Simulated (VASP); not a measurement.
# Gd2NbO (P6/mmm) in VASP: notebook

The runs below take Gd2NbO through single point, with PBE.

All numbers are computed with VASP 6.6.1; they aren't measurements. Logs are shortened: lines on timing, memory, paths and dates and some standing lists are left out, and cuts for length are marked.

**1. The cell of the first run**

It takes space group P6/mmm (No. 191, hexagonal). Conventional cell: a = 4.702 Å, b = 4.702 Å, c = 4.349 Å, α = 90.00°, β = 90.00°, γ = 120.00°. Within 3.6 Å of Gd (site symmetry -6m2) lie 3 Nb at 2.71 Å and 3 Gd at 2.71 Å and 6 O at 3.48 Å. Nb (site symmetry 6/mmm) has 2 O at 2.17 Å and 6 Gd at 2.71 Å within 2.9 Å. O (site symmetry 6/mmm) has 2 Nb at 2.17 Å within 2.9 Å.

**2. Single point, PBE, collinear spin, antiferromagnetic start**

INCAR

```
SYSTEM = Gd2NbO
PREC = Accurate ; ENCUT = 520
EDIFF = 1E-7 ; ISMEAR = 0
SIGMA = 0.1 ; LREAL = .False.
LASPH = .True. ; NELM = 150
ALGO = Normal ; ISIF = 2
LWAVE = .False. ; LCHARG = .False.
ISPIN = 2 ; MAGMOM = 7 -7 0 0
LORBIT = 11 ; LMAXMIX = 6
GGA = PE ; NBANDS = 40
```

KPOINTS

```
Automatic mesh
0
Gamma
  6 6 4
  0 0 0
```

POSCAR

```
Gd2NbO
1.0
    4.7020455500      0.0000000000      0.0000000000
   -2.3510227700      4.0720909000      0.0000000000
    0.0000000000      0.0000000000      4.3487877400
Gd Nb O
2 1 1
Direct
    0.3333333300      0.6666666700      0.0000000000
    0.6666666700      0.3333333300      0.0000000000
    0.0000000000      0.0000000000      0.0000000000
    0.0000000000      0.0000000000      0.5000000000
```

Potentials or basis: VASP PAW PBE potentials, release 64 (Gd, Nb_sv, O).

Started as:

```console
$ cat potpaw_PBE.64/Gd/POTCAR potpaw_PBE.64/Nb_sv/POTCAR potpaw_PBE.64/O/POTCAR > POTCAR
$ mpirun -np 1 vasp_std > vasp.out
```

OUTCAR:

```text
SYSTEM = Gd2NbO
   PREC = Accurate
   ENCUT = 520
   EDIFF = 1E-7
   ISMEAR = 0
   LREAL = .False.
   LASPH = .True.
   NELM = 150
   ISIF = 2
   ISPIN = 2
   LORBIT = 11
   GGA = PE

 ion  position               nearest neighbor table
   1  0.333  0.667  0.000-   3 2.71   2 2.71   2 2.71   3 2.71   3 2.71   2 2.71
   2  0.667  0.333  0.000-   3 2.71   1 2.71   1 2.71   3 2.71   3 2.71   1 2.71
   3  0.000  0.000  0.000-   4 2.17   4 2.17   1 2.71   2 2.71   2 2.71   1 2.71   2 2.71   1 2.71

   4  0.000  0.000  0.500-   3 2.17   3 2.17

  LATTYP: Found a hexagonal cell.
 ALAT       =     4.7020455500
 C/A-ratio  =     0.9248714615

  Lattice vectors:

 A1 = (   4.7020455500,   0.0000000000,   0.0000000000)
 A2 = (  -2.3510227700,   4.0720909000,   0.0000000000)
 A3 = (   0.0000000000,   0.0000000000,   4.3487877400)

Analysis of symmetry for initial positions (statically):
=====================================================================
 Subroutine PRICEL returns:
 Original cell was already a primitive cell.

 Routine SETGRP: Setting up the symmetry group for a
 hexagonal supercell.

 Subroutine GETGRP returns: Found 24 space group operations
 (whereof 24 operations were pure point group operations)
 out of a pool of 24 trial point group operations.

The static configuration has the point symmetry D_6h.

Analysis of symmetry for dynamics (positions and initial velocities):
=====================================================================
 Subroutine PRICEL returns:
 Original cell was already a primitive cell.

 Routine SETGRP: Setting up the symmetry group for a
 hexagonal supercell.

 Subroutine GETGRP returns: Found 24 space group operations
 (whereof 24 operations were pure point group operations)
 out of a pool of 24 trial point group operations.

The dynamic configuration has the point symmetry D_6h.

Analysis of structural, dynamic, and magnetic symmetry:
=====================================================================
 Subroutine PRICEL returns:
 Original cell was already a primitive cell.

 Routine SETGRP: Setting up the symmetry group for a
 hexagonal supercell.

 Subroutine GETGRP returns: Found 24 space group operations
 (whereof 24 operations were pure point group operations)
 out of a pool of 24 trial point group operations.

The overall configuration has the point symmetry D_6h.

 Subroutine INISYM returns: Found 24 space group operations
 (whereof 24 operations are pure point group operations),
 and found     1 'primitive' translations

----------------------------------------------------------------------------------------

                                     Primitive cell

  volume of cell :      83.2669

  direct lattice vectors                    reciprocal lattice vectors
     4.702045550  0.000000000  0.000000000     0.212673397  0.122787043  0.000000000
    -2.351022770  4.072090900  0.000000000     0.000000000  0.245574086  0.000000000
     0.000000000  0.000000000  4.348787740     0.000000000  0.000000000  0.229949140

  length of vectors
     4.702045550  4.702045551  4.348787740     0.245574086  0.245574086  0.229949140

  position of ions in fractional coordinates (direct lattice)
     0.333333330  0.666666670  0.000000000
     0.666666670  0.333333330  0.000000000
     0.000000000  0.000000000  0.000000000
     0.000000000  0.000000000  0.500000000

  ion indices of the primitive-cell ions
   primitive index   ion index
                 1           1
                 2           2
                 3           3
                 4           4

----------------------------------------------------------------------------------------

 KPOINTS: Automatic mesh

Automatic generation of k-mesh.
 Grid dimensions read from file:
 generate k-points for:    6    6    4

 Generating k-lattice:

  Cartesian coordinates                     Fractional coordinates (reciprocal lattice)
     0.035445566  0.020464507  0.000000000     0.166666667  0.000000000  0.000000000
     0.000000000  0.040929014  0.000000000     0.000000000  0.166666667  0.000000000
     0.000000000  0.000000000  0.057487285     0.000000000  0.000000000  0.250000000

  Length of vectors
     0.040929014  0.040929014  0.057487285

  Shift w.r.t. Gamma in fractional coordinates (k-lattice)
     0.000000000  0.000000000  0.000000000

 Subroutine IBZKPT returns following result:
 ===========================================

 Found     21 irreducible k-points:

 Following reciprocal coordinates:
            Coordinates               Weight
  0.000000  0.000000  0.000000      1.000000
  0.166667  0.000000  0.000000      6.000000
  0.333333  0.000000  0.000000      6.000000
  0.500000  0.000000  0.000000      3.000000
  0.166667  0.166667  0.000000      6.000000
  0.333333  0.166667  0.000000     12.000000
[... 13 lines left out ...]
  0.333333  0.166667  0.500000     12.000000
  0.333333  0.333333  0.500000      2.000000
   k-points           NKPTS =     21   k-points in BZ     NKDIM =     21   number of bands    NBANDS=     40
   number of dos      NEDOS =    301   number of ions     NIONS =      4
   total plane-waves  NPLWV =  41472
   dimension x,y,z NGX =    36 NGY =   36 NGZ =   32
   dimension x,y,z NGXF=    72 NGYF=   72 NGZF=   64
   ions per type =               2   1   1
   NGX,Y,Z   is equivalent  to a cutoff of  12.73, 12.73, 12.23 a.u.
   NGXF,Y,Z  is equivalent  to a cutoff of  25.46, 25.46, 24.47 a.u.
 SYSTEM =  Gd2NbO
   PREC   = accura    normal or accurate (medium, high low for compatibility)
   ISTART =      0    job   : 0-new  1-cont  2-samecut
   ICHARG =      2    charge: 1-file 2-atom 10-const
   ISPIN  =      2    spin polarized calculation?
   LNONCOLLINEAR =      F non collinear calculations
   LSORBIT =      F    spin-orbit coupling
   LASPH  =      T    aspherical Exc in radial PAW
   ENCUT  =  520.0 eV  38.22 Ry    6.18 a.u.   8.74  8.74  8.09*2*pi/ulx,y,z
   NELM   =    150;   NELMIN=  2; NELMDL= -5     # of ELM steps
   EDIFF  = 0.1E-06   stopping-criterion for ELM
   LREAL  =      F    real-space projection
   EDIFFG = 0.1E-05   stopping-criterion for IOM
   NSW    =      0    number of steps for IOM
   IBRION =     -1    ionic relax: 0-MD 1-quasi-New 2-CG
   NFREE  =      0    steps in history (QN), initial steepest desc. (CG)
   ISIF   =      2    stress and relaxation
   ISYM   =      2    0-nonsym 1-usesym 2-fastsym
   POTIM  = 0.5000    time-step for ionic-motion
   TEBEG  =    0.0;   TEEND  =   0.0 temperature during run
   PSTRESS=    0.0 pullay stress
   NELECT =      55.0000    total number of electrons
   NUPDOWN=      -1.0000    fix difference up-down
   EMIN   =  10.00;   EMAX   =-10.00  energy-range for DOS
   EFERMI =   0.00;   METHOD = LEGACY
   ISMEAR =     0;   SIGMA  =   0.10  broadening in eV -4-tet -1-fermi 0-gaus
   EFERMI_NEDOS =   21; number of points for ismear=-14 and -15
   IALGO  =     38    algorithm
   IMIX   =      4    mixing-type and parameters
     AMIX     =   0.40;   BMIX     =  1.00
     AMIX_MAG =   1.60;   BMIX_MAG =  1.00
  volume/ion in A,a.u.               =      20.82       140.48
  Fermi-wavevector in a.u.,A,eV,Ry     =   1.425733  2.694245 27.656764  2.032715
  Thomas-Fermi vector in A             =   2.546086
   LORBIT       =     11    0 simple, 1 ext, 2 COOP (PROOUT), +10 PAW based schemes
   GGA     = PE    functional components
   LHFCALC =     F    Hartree Fock is set to
   AEXX    =    0.0000 exact exchange contribution
   IVDW    =     0    specifies the selected vdW correction
   LEPSILON=     F    determine dielectric tensor
   LRPA    =     F    only Hartree local field effects (RPA)
 spin polarized calculation
 Gauss-broadening in eV      SIGMA  =   0.10
  energy-cutoff  :      520.00
  volume of cell :       83.27
 maximum number of plane-waves:      2264
 NGX is ok and might be reduce to    36
   NGX = 17   NGY = 17   NGZ = 17

 number of electron      54.9999985 magnetization       0.0000000

 number of electron      54.9999985 magnetization      -0.0000000

 Free energy of the ion-electron system (eV)
  ---------------------------------------------------
  ext. energy  EPLUGINS =         0.00000000
  ---------------------------------------------------
  free energy    TOTEN  =       -36.01046858 eV

  energy without entropy =      -35.98363366  energy(sigma->0) =      -35.99705112

 E-fermi :   5.0069     XC(G=0): -10.6556

 val. band max:        4.9921788096   @ k =   0.0000   0.0000   0.5000
 cond. band min:       5.0178364916   @ k =   0.1667   0.0000   0.5000
 fundamental gap:      0.0256576821
 Fermi energy:         5.0068730985

 spin component 1

 k-point     1 :       0.0000    0.0000    0.0000
  band No.  band energies     occupation
      1     -49.3426      1.00000
      2     -39.4909      1.00000
      3     -36.2839      1.00000
      4     -25.7224      1.00000
      5     -25.7224      1.00000
      6     -25.4837      1.00000
[... 31 lines left out ...]
     38       6.9396      0.00000
     39       7.6848      0.00000
[... 838 lines left out ...]
     38       9.0850      0.00000
     39       9.0892      0.00000
 Fermi energy:         5.0068730985

 spin component 2

 k-point     1 :       0.0000    0.0000    0.0000
  band No.  band energies     occupation
      1     -49.3426      1.00000
      2     -39.4909      1.00000
      3     -36.2839      1.00000
      4     -25.7224      1.00000
      5     -25.7224      1.00000
      6     -25.4837      1.00000
[... 31 lines left out ...]
     38       6.9396      0.00000
     39       7.6848      0.00000
[... 838 lines left out ...]
     38       9.0850      0.00000
     39       9.0892      0.00000
 [bands above 39 left out]

------------------------ aborting loop because EDIFF is reached ----------------------------------------

  FORCE on cell =-STRESS in cart. coord.  units (eV):
  Direction    XX          YY          ZZ          XY          YZ          ZX
  --------------------------------------------------------------------------------------
  -------------------------------------------------------------------------------------
  Total       15.2057444     15.2057444     -6.7880577      0.0000000      0.0000000      0.0000000
  in kB      292.5807588    292.5807594   -130.6121560      0.0000004      0.0000000      0.0000000
  external PRESSURE =     151.5164540 kB  Pullay stress =       0.0000000 kB

 VOLUME and BASIS-vectors are now :
 -----------------------------------------------------------------------------
  energy-cutoff  :      520.00
  volume of cell :       83.27
      direct lattice vectors                 reciprocal lattice vectors
     4.702045550  0.000000000  0.000000000     0.212673397  0.122787043  0.000000000
    -2.351022770  4.072090900  0.000000000     0.000000000  0.245574086  0.000000000
     0.000000000  0.000000000  4.348787740     0.000000000  0.000000000  0.229949140

 POSITION                                       TOTAL-FORCE (eV/Angst)
 -----------------------------------------------------------------------------------
     -0.00000      2.71473      0.00000         0.000000     -0.000000      0.000000
      2.35102      1.35736      0.00000        -0.000000      0.000000     -0.000000
      0.00000      0.00000      0.00000         0.000000      0.000000     -0.000000
      0.00000      0.00000      2.17439         0.000000      0.000000     -0.000000
 -----------------------------------------------------------------------------------
    total drift:                                0.000000      0.000000     -0.000000

  FREE ENERGIE OF THE ION-ELECTRON SYSTEM (eV)
  ---------------------------------------------------
  free  energy   TOTEN  =       -36.0104685813 eV

  energy  without entropy=      -35.9836336602  energy(sigma->0) =      -35.99705112

 total charge

# of ion       s       p       d       f       tot
--------------------------------------------------
    1        2.070   5.516   1.020   7.088  15.694
    2        2.070   5.516   1.020   7.088  15.694
    3        2.247   5.955   2.820   0.000  11.021
    4        1.584   3.271   0.000   0.000   4.854
--------------------------------------------------
tot          7.971  20.259   4.859  14.175  47.264

 magnetization (x)

# of ion       s       p       d       f       tot
--------------------------------------------------
    1        0.015  -0.080   0.227   6.613   6.776
    2       -0.015   0.080  -0.227  -6.613  -6.776
    3        0.000   0.000   0.000   0.000   0.000
    4        0.000   0.000   0.000   0.000   0.000
--------------------------------------------------
tot          0.000   0.000   0.000   0.000   0.000
```

It took 8 min on 1 thread of Intel Xeon Platinum 8259CL at 2.50GHz (Skylake/Cascade Lake), shared host; peak memory 0.31 GiB.

What came out:

* Free energy: -36.0105 eV
* Pressure: 15.2 GPa
* Net moment: 0.00 μB per cell
* Site moments: Gd +6.78, -6.78; Nb +0.00; O +0.00 μB
* Valence electrons inside the program's atomic spheres: Gd 15.69; Nb 11.02; O 4.85

Levels at points of the mesh, in eV from the Fermi level:
Spin up:
| k point | band 25 | band 26 | band 27 | band 28 | band 29 | band 30 |
| --- | --- | --- | --- | --- | --- | --- |
| (0.00, 0.00, 0.00) | -0.94 | -0.53 | -0.53 | 0.87 | 0.87 | 1.08 |
| (0.50, 0.00, 0.00) | -1.51 | -0.93 | -0.21 | -0.14 | 0.52 | 0.56 |
| (0.00, 0.00, 0.50) | -0.01 | -0.01 | 0.89 | 0.89 | 1.16 | 1.19 |
| (0.50, 0.00, 0.50) | -0.93 | -0.11 | -0.04 | 0.05 | 0.50 | 1.05 |
Spin down:
```csv
k point,band 23,band 24,band 25,band 26,band 27,band 28,band 29,band 30,band 31,band 32
"(0.00, 0.00, 0.00)",-3.27,-3.12,-0.94,-0.53,-0.53,0.87,0.87,1.08,1.08,1.19
"(0.50, 0.00, 0.00)",-3.29,-3.16,-1.51,-0.93,-0.21,-0.14,0.52,0.56,1.03,1.18
"(0.00, 0.00, 0.50)",-3.65,-2.71,-0.01,-0.01,0.89,0.89,1.16,1.19,1.19,1.20
"(0.50, 0.00, 0.50)",-3.82,-3.10,-0.93,-0.11,-0.04,0.05,0.50,1.05,1.21,1.23
```

Caveat: the k points lie up to 0.36 Å⁻¹ apart; spin-orbit coupling is left out, which moves the levels of the heavy elements; without U or exact exchange the open f shell lies at the Fermi level, which spoils levels, moments and volumes.

**3. Single point, PBE, collinear spin, antiferromagnetic start**

This run uses another cell than the first one, of 28.13 Å³/atom, 1.351 times its volume.

INCAR

```
SYSTEM = Gd2NbO
PREC = Accurate ; ENCUT = 520
EDIFF = 1E-6 ; ISMEAR = 0
SIGMA = 0.1 ; LREAL = .FALSE.
LASPH = .TRUE. ; NELM = 150
ALGO = Normal ; ISIF = 2
LWAVE = .FALSE. ; LCHARG = .TRUE.
ISPIN = 2 ; MAGMOM = 7 -7 0 0
LORBIT = 11 ; LMAXMIX = 6
GGA = PE ; LELF = .TRUE.
LVHAR = .TRUE. ; NBANDS = 40
```

KPOINTS

```
regular mesh
0
G
  6 6 4
  0 0 0
```

POSCAR

```
Gd2NbO
1.0
    5.8121651237     -0.0000000036      0.0000000000
   -2.9060825587      5.0334826499      0.0000000000
    0.0000000000      0.0000000000      3.8460887454
Gd Nb O
2 1 1
Direct
    0.3333333333      0.6666666667      0.0000000000
    0.6666666667      0.3333333333      0.0000000000
    0.0000000000      0.0000000000      0.0000000000
    0.0000000000      0.0000000000      0.5000000000
```

Potentials or basis: VASP PAW PBE potentials, release 64 (Gd, Nb_sv, O).

Started as:

```console
$ cat potpaw_PBE.64/Gd/POTCAR potpaw_PBE.64/Nb_sv/POTCAR potpaw_PBE.64/O/POTCAR > POTCAR
$ mpirun -np 1 vasp_std > vasp.out
```

It took 11 min on 1 thread of Intel Xeon Platinum 8259CL at 2.50GHz (Skylake/Cascade Lake), shared host; peak memory 0.4 GiB.

Results (log left out):

- Free energy: -39.2736 eV
- Pressure: -0.1 GPa
- Net moment: 0.00 μB per cell
- Site moments: Gd +6.91, -6.91; Nb +0.00; O +0.00 μB
- Valence electrons inside the program's atomic spheres: Gd 15.23; Nb 10.61; O 5.03

Stress tensor (GPa, compression positive):
```
 0.06  0.00  0.00
 0.00  0.06  0.00
 0.00  0.00 -0.31
```

Levels at points of the mesh, in eV from the Fermi level:
Spin up:
| k point | band 24 | band 25 | band 26 | band 27 | band 28 | band 29 | band 30 | band 31 |
| --- | --- | --- | --- | --- | --- | --- | --- | --- |
| (0.00, 0.00, 0.00) | -3.65 | -0.83 | -0.34 | -0.34 | 0.13 | 0.13 | 0.42 | 0.42 |
| (0.50, 0.00, 0.00) | -2.23 | -2.04 | -1.58 | -0.70 | -0.24 | 0.03 | 0.18 | 0.33 |
| (0.00, 0.00, 0.50) | -3.00 | -0.22 | -0.22 | 0.04 | 0.04 | 0.21 | 0.49 | 0.49 |
| (0.50, 0.00, 0.50) | -1.57 | -1.14 | -0.59 | -0.52 | -0.48 | -0.13 | 0.43 | 0.50 |
Spin down:
| k point | band 25 | band 26 | band 27 | band 28 | band 29 | band 30 |
| --- | --- | --- | --- | --- | --- | --- |
| (0.00, 0.00, 0.00) | -0.83 | -0.34 | -0.34 | 0.13 | 0.13 | 0.42 |
| (0.50, 0.00, 0.00) | -2.04 | -1.58 | -0.70 | -0.24 | 0.03 | 0.18 |
| (0.00, 0.00, 0.50) | -0.22 | -0.22 | 0.04 | 0.04 | 0.21 | 0.49 |
| (0.50, 0.00, 0.50) | -1.14 | -0.59 | -0.52 | -0.48 | -0.13 | 0.43 |

Caveat: the k points lie up to 0.41 Å⁻¹ apart; spin-orbit coupling is left out, which moves the levels of the heavy elements; without U or exact exchange the open f shell lies at the Fermi level, which spoils levels, moments and volumes.
